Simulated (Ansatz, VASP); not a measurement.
# Te in VASP and in Ansatz

Contents of INCAR:

```
PREC = Accurate
ENCUT = 600
EDIFF = 1E-6
ISMEAR = -1
SIGMA = 0.05
LREAL = F
LASPH = T
NELM = 100
ALGO = Normal
ISIF = 3
LWAVE = F
LCHARG = F
GGA = RP
IVDW = 12
IBRION = 2
NSW = 60
EDIFFG = -0.01
```

Contents of KPOINTS:

```
Automatic mesh
0
Gamma
  7 7 5
```

File POSCAR:

```
Te
1.0
    4.4540000000      0.0000000000      0.0000000000
   -2.2270000000      3.8572771485      0.0000000000
    0.0000000000      0.0000000000      5.9240000000
Te
3
Direct
    0.7310000000      0.7310000000      0.0000000000
    0.0000000000      0.2690000000      0.6666666667
    0.2690000000      0.0000000000      0.3333333333
```

input.yaml

```yaml
crystal:
  lattice:
    - [4.454, 0.0, 0.0]
    - [-2.227, 3.8572771485, 0.0]
    - [0.0, 0.0, 5.924]
  atoms:
    - { symbol: Te, position: [0.731, 0.731, 0.0] }
    - { symbol: Te, position: [0.0, 0.269, 0.6666666667] }
    - { symbol: Te, position: [0.269, 0.0, 0.3333333333] }
hamiltonian:
  xc: rpbe
  pseudopotentials: { kind: paw }
  dispersion: d3bj
kpoints:
  mp_grid: { grid: [7, 7, 5] }
scf:
  occupations: { method: fermi_dirac, width: 0.05 }
output:
  forces: true
  stress: true
relax:
  f_tol: 0.01
  max_steps: 40
  cell: { stress_tol: 0.05 }
```

Alike in both runs: task relaxation of cell and atoms; functional RPBE; dispersion D3(BJ); k mesh 7 × 7 × 5; occupations fermi-dirac, width 0.05 eV; no spin polarisation.

|  | VASP | Ansatz |
| --- | --- | --- |
| version | VASP 6.6.1 | Ansatz 0.2.0 |
| potentials or method | VASP PAW PBE potentials, release 64 (Te) | Ansatz PAW |
| plane-wave cutoff (eV) | 600 | 420 |
| valence electrons in the cell | 18 | 48 |

|  | VASP | Ansatz | Ansatz less VASP |
| --- | --- | --- | --- |
| relaxed volume (Å³/atom) | 20.36 | 20.40 | +0.038 |
| relaxed cell length with the largest relative difference (Å) | 3.115 | 3.117 | +0.0020 |

VASP's potentials were made for PBE, not for RPBE. VASP's potentials hold 18 valence electrons a cell and Ansatz's 48, so a difference there can come from the potentials and not from the codes.

Neither program's run includes spin-orbit coupling. Noted on VASP's run: the volume moved by over 15 % at a fixed basis, so the end points are rough. Noted on Ansatz's run: the volume moved by over 15 % at a fixed basis, so the end points are rough; the plane-wave basis is chosen anew once the cell has moved, so the energies of steps on either side of that aren't comparable.
